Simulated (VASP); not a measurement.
# F (C2/c) in VASP: a series of runs, part 2 of 2

VASP 6.6.1. The steps go on from the part before.

### Step 3. Single point, PBE+D3(BJ) (17.25 Å³/atom)

INCAR reads:

```
SYSTEM = F
ALGO = Normal ; EDIFF = 1E-6
ENCUT = 520 ; GGA = PE
ISIF = 2 ; ISMEAR = 0
IVDW = 12 ; LASPH = .True.
LCHARG = .False. ; LREAL = .False.
LWAVE = .False. ; NBANDS = 22
NELM = 100 ; PREC = Accurate
SIGMA = 0.05
```

KPOINTS reads:

```
k-points
0
Gamma
  8 8 4
  0 0 0
```

POSCAR reads:

```
F
1.0
    2.7808297279     -1.8031840881      0.2934691209
    2.7808297279      1.8031840881      0.2934691209
   -0.8391396430      0.0000000000      6.7923032529
F
4
Direct
    0.9138648456      0.5855481450      0.0939279973
    0.4144518550      0.0861351544      0.4060720027
    0.0861351544      0.4144518550      0.9060720027
    0.5855481450      0.9138648456      0.5939279973
```

Potentials or basis: VASP PAW PBE potentials, release 64 (F).

The run is started by

```console
$ cat potpaw_PBE.64/F/POTCAR > POTCAR
$ mpirun -np 1 vasp_std > vasp.out
```

It took 2.4 min on 1 thread of AMD EPYC 7R13, shared host; peak memory 0.21 GiB.

It converged, with:

* Free energy: -7.4250 eV
* Pressure: -0.4 GPa
* Largest force: 0.039 eV/Å
* Band gap on the k mesh: 2.85 eV
* Dispersion energy per atom: -0.027 eV

Forces on the atoms (eV/Å):
```
F   -0.002  0.015  0.036
F    0.002  0.015 -0.036
F    0.002 -0.015 -0.036
F   -0.002 -0.015  0.036
```

Stress tensor (GPa, compression positive):
```
-0.44  0.00  0.00
 0.00 -0.47  0.00
 0.00  0.00 -0.38
```

Levels at points of the mesh, in eV from the valence-band top:
| k point | band 12 | band 13 | band 14 | band 15 | band 16 | band 17 |
| --- | --- | --- | --- | --- | --- | --- |
| (0.00, 0.00, 0.00) | -0.07 | -0.04 | 0.00 | 2.85 | 3.59 | 9.04 |
| (0.50, 0.00, 0.00) | -0.27 | -0.08 | -0.06 | 3.30 | 3.30 | 13.14 |
| (0.50, 0.50, 0.00) | -0.40 | -0.08 | -0.06 | 3.06 | 3.53 | 13.31 |
| (0.00, 0.00, 0.50) | -0.21 | -0.02 | -0.02 | 3.20 | 3.20 | 9.93 |
| (0.50, 0.00, 0.50) | -0.23 | -0.05 | -0.04 | 3.28 | 3.28 | 13.66 |
| (0.50, 0.50, 0.50) | -0.28 | -0.25 | -0.25 | 3.29 | 3.29 | 13.83 |

A k mesh can miss the band edges.

### Step 4. Single point, PBE+D3(BJ)

This run uses another cell than the first one, of the same volume but with other edges.

INCAR reads:

```
PREC = Accurate
ENCUT = 520
EDIFF = 1E-7
ISMEAR = 0
SIGMA = 0.05
LREAL = False
LASPH = True
NELM = 80
ALGO = Normal
ISIF = 2
LWAVE = False
LCHARG = False
GGA = PE
IVDW = 12
NBANDS = 22
```

KPOINTS reads:

```
Automatic mesh
0
Gamma
  8 8 4
```

POSCAR reads:

```
F
1.0
    2.8181532018     -1.7912036508      0.2974079766
    2.8181532018      1.7912036508      0.2974079766
   -0.8359919267      0.0000000000      6.7469186924
F
4
Direct
    0.9138648456      0.5855481450      0.0939279973
    0.4144518550      0.0861351544      0.4060720027
    0.0861351544      0.4144518550      0.9060720027
    0.5855481450      0.9138648456      0.5939279973
```

The run is started by

```console
$ cat potpaw_PBE.64/F/POTCAR > POTCAR
$ mpirun -np 1 vasp_std > vasp.out
```

Wall time 2.2 min (1 thread of AMD EPYC 7R13, shared host); peak memory 0.21 GiB.

Results (log left out):

```
Free energy                : -7.4217 eV
Pressure                   : 0.3 GPa
Largest force              : 0.371 eV/Å
Band gap on the k mesh     : 2.95 eV
Dispersion energy per atom : -0.027 eV
```

Forces on the atoms (eV/Å):
```
F   -0.040  0.161  0.331
F    0.040  0.161 -0.331
F    0.040 -0.161 -0.331
F   -0.040 -0.161  0.331
```

Stress tensor (GPa, compression positive):
```
-0.47  0.00 -0.24
 0.00 -0.03  0.00
-0.24  0.00  1.46
```

Levels at points of the mesh, in eV from the valence-band top:
| k point | band 12 | band 13 | band 14 | band 15 | band 16 | band 17 |
| --- | --- | --- | --- | --- | --- | --- |
| (0.00, 0.00, 0.00) | -0.07 | -0.06 | 0.00 | 2.95 | 3.71 | 8.99 |
| (0.50, 0.00, 0.00) | -0.27 | -0.09 | -0.07 | 3.42 | 3.42 | 13.08 |
| (0.50, 0.50, 0.00) | -0.41 | -0.08 | -0.06 | 3.16 | 3.66 | 13.11 |
| (0.00, 0.00, 0.50) | -0.22 | -0.03 | -0.03 | 3.31 | 3.31 | 9.89 |
| (0.50, 0.00, 0.50) | -0.23 | -0.06 | -0.05 | 3.39 | 3.39 | 13.60 |
| (0.50, 0.50, 0.50) | -0.28 | -0.25 | -0.25 | 3.41 | 3.41 | 13.65 |

A k mesh can miss the band edges.

### Step 5. Single point, PBE+D3(BJ) (17.77 Å³/atom)

This run uses another cell than the first one, of 17.77 Å³/atom.

INCAR reads:

```
SYSTEM = F
ALGO = Normal ; EDIFF = 1E-7
ENCUT = 520 ; GGA = PE
ISIF = 2 ; ISMEAR = 0
IVDW = 12 ; LASPH = .True.
LCHARG = .False. ; LREAL = .False.
LWAVE = .False. ; NBANDS = 22
NELM = 100 ; PREC = Accurate
SIGMA = 0.05
```

KPOINTS reads:

```
k-points
0
Gamma
  8 8 4
  0 0 0
```

POSCAR reads:

```
F
1.0
    2.6980148105     -1.8579028261      0.2847294196
    2.6980148105      1.8579028261      0.2847294196
   -0.8573297451      0.0000000000      6.9991875603
F
4
Direct
    0.9138648456      0.5855481450      0.0939279973
    0.4144518550      0.0861351544      0.4060720027
    0.0861351544      0.4144518550      0.9060720027
    0.5855481450      0.9138648456      0.5939279973
```

The run is started by

```console
$ cat potpaw_PBE.64/F/POTCAR > POTCAR
$ mpirun -np 1 vasp_std > vasp.out
```

Wall time 1.8 min (1 thread of AMD EPYC 7R13, shared host); peak memory 0.2 GiB.

It converged, with:

```yaml
Free_energy: -7.3628 eV
Pressure: -3.4 GPa
Largest_force: 1.251 eV/Å
Band_gap_on_the_k_mesh: 2.42 eV
Dispersion_energy_per_atom: -0.026 eV
```

Forces on the atoms (eV/Å):
```
F    0.142 -0.555 -1.112
F   -0.142 -0.555  1.112
F   -0.142  0.555  1.112
F    0.142  0.555 -1.112
```

Stress tensor (GPa, compression positive):
```
-0.47  0.00  0.91
 0.00 -2.22  0.00
 0.91  0.00 -7.55
```

Levels at points of the mesh, in eV from the valence-band top:
```csv
k point,band 10,band 11,band 12,band 13,band 14,band 15,band 16,band 17,band 18,band 19
"(0.00, 0.00, 0.00)",-2.66,-0.26,-0.06,0.00,0.00,2.42,3.08,9.15,11.72,12.35
"(0.50, 0.00, 0.00)",-2.79,-0.27,-0.26,-0.05,-0.03,2.82,2.83,13.22,13.22,15.12
"(0.50, 0.50, 0.00)",-2.94,-0.47,-0.36,-0.09,-0.07,2.64,3.01,13.82,14.22,15.15
"(0.00, 0.00, 0.50)",-2.66,-0.17,-0.17,0.00,0.00,2.74,2.74,9.99,9.99,15.02
"(0.50, 0.00, 0.50)",-2.79,-0.24,-0.23,-0.03,-0.02,2.80,2.81,13.72,13.76,13.79
"(0.50, 0.50, 0.50)",-3.00,-0.26,-0.26,-0.23,-0.23,2.82,2.82,14.27,14.27,14.77
```

Caveat: the cell stands under tension; forces of over 1 eV/Å act on the atoms, so gaps and moduli don't describe the material at rest. A k mesh can miss the band edges.

### Step 6. Single point, PBE+D3(BJ) (17.77 Å³/atom)

This run uses another cell than the first one, of 17.77 Å³/atom.

INCAR reads:

```
SYSTEM = F
PREC = Accurate
ENCUT = 520
EDIFF = 1E-6
ISMEAR = 0
SIGMA = 0.05
LREAL = .False.
LASPH = .True.
NELM = 60
ALGO = Normal
ISIF = 2
LWAVE = .False.
LCHARG = .False.
GGA = PE
IVDW = 12
NBANDS = 22
```

KPOINTS reads:

```
Automatic mesh
0
Gamma
  8 8 4
  0 0 0
```

POSCAR reads:

```
F
1.0
    3.0023579748     -1.7612212784      0.3168476468
    3.0023579748      1.7612212784      0.3168476468
   -0.8320646312      0.0000000000      6.6329219207
F
4
Direct
    0.9138648456      0.5855481450      0.0939279973
    0.4144518550      0.0861351544      0.4060720027
    0.0861351544      0.4144518550      0.9060720027
    0.5855481450      0.9138648456      0.5939279973
```

Potentials or basis: VASP PAW PBE potentials, release 64 (F).

The run is started by

```console
$ cat potpaw_PBE.64/F/POTCAR > POTCAR
$ mpirun -np 1 vasp_std > vasp.out
```

It took 2.7 min on 1 thread of AMD EPYC 7R13, shared host; peak memory 0.21 GiB.

The run converged. Its results:

```
Free energy                : -7.3792 eV
Pressure                   : 2.3 GPa
Largest force              : 1.290 eV/Å
Band gap on the k mesh     : 3.25 eV
Dispersion energy per atom : -0.026 eV
```

Forces on the atoms (eV/Å):
```
F   -0.146  0.567  1.149
F    0.146  0.567 -1.149
F    0.146 -0.567 -1.149
F   -0.146 -0.567  1.149
```

Stress tensor (GPa, compression positive):
```
-0.58  0.00 -0.88
 0.00  1.13  0.00
-0.88  0.00  6.25
```

Levels at points of the mesh, in eV from the valence-band top:
| k point | band 12 | band 13 | band 14 | band 15 | band 16 | band 17 |
| --- | --- | --- | --- | --- | --- | --- |
| (0.00, 0.00, 0.00) | -0.12 | -0.07 | 0.00 | 3.25 | 4.03 | 8.75 |
| (0.50, 0.00, 0.00) | -0.25 | -0.12 | -0.11 | 3.72 | 3.72 | 12.76 |
| (0.50, 0.50, 0.00) | -0.42 | -0.07 | -0.04 | 3.42 | 4.00 | 12.27 |
| (0.00, 0.00, 0.50) | -0.24 | -0.06 | -0.06 | 3.61 | 3.61 | 9.68 |
| (0.50, 0.00, 0.50) | -0.21 | -0.08 | -0.07 | 3.69 | 3.70 | 13.28 |
| (0.50, 0.50, 0.50) | -0.26 | -0.25 | -0.25 | 3.70 | 3.70 | 12.88 |

Caveat: forces of over 1 eV/Å act on the atoms, so gaps and moduli don't describe the material at rest.

### Step 7. Summary

```tsv
cell	gap on the mesh (eV)	pressure (GPa)	largest force (eV/Å)
a = 3.279, b = 3.279, c = 6.936 Å, angles 90.8, 90.8, 67.7°, 4 atoms	2.64	-1.9	0.58
a = 3.327, b = 3.327, c = 6.844 Å, angles 90.9, 90.9, 65.6°, 4 atoms	2.85	-0.4	0.04
a = 3.352, b = 3.352, c = 6.799 Å, angles 90.9, 90.9, 64.6°, 4 atoms	2.95	0.3	0.37
a = 3.288, b = 3.288, c = 7.051 Å, angles 90.8, 90.8, 68.8°, 4 atoms	2.42	-3.4	1.25
a = 3.495, b = 3.495, c = 6.685 Å, angles 91.0, 91.0, 60.5°, 4 atoms	3.25	2.3	1.29
```

Alike in all rows: task single point; level PBE+D3(BJ); potentials or basis VASP PAW PBE potentials, release 64 (F); no spin polarisation; k mesh 8 × 8 × 4; cutoff (eV) 520; smearing gaussian 0.05 eV.

Caveats: forces of over 1 eV/Å act on the atoms, so gaps and moduli don't describe the material at rest (at least some runs); the cell stands under tension (at least some runs).

Total energies depend on the potentials used, so only differences within one code and one set of settings carry meaning.
